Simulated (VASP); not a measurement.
Here is a VASP 6.6.1 calculation.

INCAR

```
PREC = Accurate ; ENCUT = 600
EDIFF = 1E-6 ; ISMEAR = 0
SIGMA = 0.2 ; LREAL = False
LASPH = True ; NELM = 120
ALGO = Normal ; ISIF = 2
LWAVE = False ; LCHARG = True
GGA = PE ; LELF = True
LVHAR = True ; NBANDS = 15
GGA_COMPAT = False
```

KPOINTS

```
Automatic mesh
0
Gamma
  7 7 3
```

File POSCAR:

```
Al3N
1.0
    3.0601783278      0.0000000000      0.0000000000
   -1.5300891639      2.6501921720      0.0000000000
    0.0000000000      0.0000000000      7.0279802826
Al N
3 1
Direct
    0.0000000000      0.0000000000     -0.0015547337
    0.3333333333      0.6666666667      0.3675513208
    0.6666666667      0.3333333333      0.6641172400
    0.3333333333      0.6666666667      0.0968861729
```

Potentials or basis: VASP PAW PBE potentials, release 64 (Al, N).

The run is started by

```console
$ cat potpaw_PBE.64/Al/POTCAR potpaw_PBE.64/N/POTCAR > POTCAR
$ mpirun -np 1 vasp_std > vasp.out
```

(1) What does it give for the band gap on the k mesh?

(2) Predict the largest force.

Answers

(1) zero (band 7 reaches 8.37 eV, above the bottom of band 8 at 6.31 eV).

(2) 0.005 eV/Å.
